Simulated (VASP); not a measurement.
Wanted: the native input for a VASP 6.6.1 run.

```yaml
Task: single point
Functional: PBEsol
Potentials_or_basis: VASP PAW PBE potentials, release 64 (Pt)
Cutoff: 520 eV
k_mesh: 18 × 18 × 10
Occupations: gaussian, width 0.15 eV
Spin: no spin polarisation
Dipole_correction: no
Further_INCAR_settings: ALGO = Fast; EDIFF = 1e-06; NBANDS = 17
```

The structure of Pt lies in POSCAR:

```
Pt
1.0
    2.7606656158      0.0000000000      0.0000000000
   -1.3803328079      2.3908065546      0.0000000000
    0.0000000000      0.0000000000      4.6004486400
Pt
2
Direct
    0.6666666667      0.3333333333      0.7500000000
    0.3333333333      0.6666666667      0.2500000000
```

This cell differs from its parent crystal: strain +0.000 along x and y, -0.040 along z.

These files were run (other wordings do the same):

INCAR

```
SYSTEM = Pt
ALGO = Fast
EDIFF = 1E-6
ENCUT = 520
GGA = PS
ISIF = 2
ISMEAR = 0
LASPH = .True.
LCHARG = .False.
LREAL = .False.
LWAVE = .False.
NBANDS = 17
NELM = 80
PREC = Accurate
SIGMA = 0.15
```

KPOINTS

```
k-points
0
Gamma
  18 18 10
  0 0 0
```

Potentials or basis: VASP PAW PBE potentials, release 64 (Pt).

Run with:

```console
$ cat potpaw_PBE.64/Pt/POTCAR > POTCAR
$ mpirun -np 1 vasp_std > vasp.out
```

Results of the run:

```
Pressure               : -1.5 GPa
Band gap on the k mesh : zero (band 10 reaches 11.35 eV, above the bottom of band 11 at 10.06 eV)
```

Caveat: the cell differs from its parent crystal (strain +0.000 along x and y, -0.040 along z); the PAW data sets were made with another functional, which shifts forces and pressure a little; spin-orbit coupling is left out, which moves the levels of the heavy elements.

Wall time 44 s on 1 thread of Intel(R) Xeon(R) 6975P-C (Granite Rapids) (shared host), peak memory 0.21 GiB.
